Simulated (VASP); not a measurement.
## Sb: relaxation of cell and atoms with revPBE

Crystal: Sb.

```
Sb
1.0
    -1.87134    1.87134    1.87134
     1.87134   -1.87134    1.87134
     1.87134    1.87134   -1.87134
Sb
1
Direct
  0.00000 0.00000 0.00000
```

| Quantity | Value |
| --- | --- |
| Program | VASP 6.6.1 |
| Task | relaxation of cell and atoms |
| Functional | revPBE |
| Potentials or basis | VASP PAW PBE potentials, release 64 (Sb) |
| Cutoff | 600 eV |
| k mesh | 10 × 10 × 10 |
| Occupations | fermi-dirac, width 0.05 eV |
| Spin | no spin polarisation |
| Dipole correction | no |
| Further INCAR settings | ALGO = Normal; EDIFF = 1e-06; IBRION = 2; EDIFFG = -0.01; NSW = 60; ISIF = 3 |

```json
{
 "Relaxed volume": "27.86 Å³/atom",
 "Relaxed cell": "a = 3.308 Å, b = 3.308 Å, c = 3.308 Å, α = 109.47°, β = 109.47°, γ = 109.47°",
 "Space group after relaxing (to 0.05 Å)": "Im-3m (No. 229)",
 "Energy gained by relaxing": "19.3 meV/atom",
 "Ionic steps": "3",
 "Pressure after relaxing": "0.0 GPa"
}
```

Step by step:
```csv
step,energy change (eV),largest force (eV/Å),pressure (GPa),volume (Å³)
1,0.0000,0.0000,3.98,26.21
2,-0.0144,0.0000,-1.68,28.76
3,-0.0193,0.0000,0.00,27.86
```

Final structure:
```
CELL_PARAMETERS angstrom
-1.90971 1.90971 1.90971
1.90971 -1.90971 1.90971
1.90971 1.90971 -1.90971
ATOMIC_POSITIONS crystal
Sb 0.00000 0.00000 0.00000
```

Levels at points of the mesh, in eV from the Fermi level:
```tsv
k point	band 1	band 2	band 3	band 4	band 5
(0.00, 0.00, 0.00)	-12.56	5.26	5.26	5.26	10.40
(0.50, 0.00, 0.00)	-8.72	-5.37	1.63	3.64	6.30
(0.50, 0.50, 0.50)	-5.70	-1.91	-1.91	-1.91	3.03
```

Run time: 35 s on 1 thread of Intel Xeon 8259CL (shared host), peak memory 0.16 GiB.

Caveat: the PAW data sets were made with another functional, which shifts forces and pressure a little; spin-orbit coupling is left out, which moves the levels of the heavy elements.
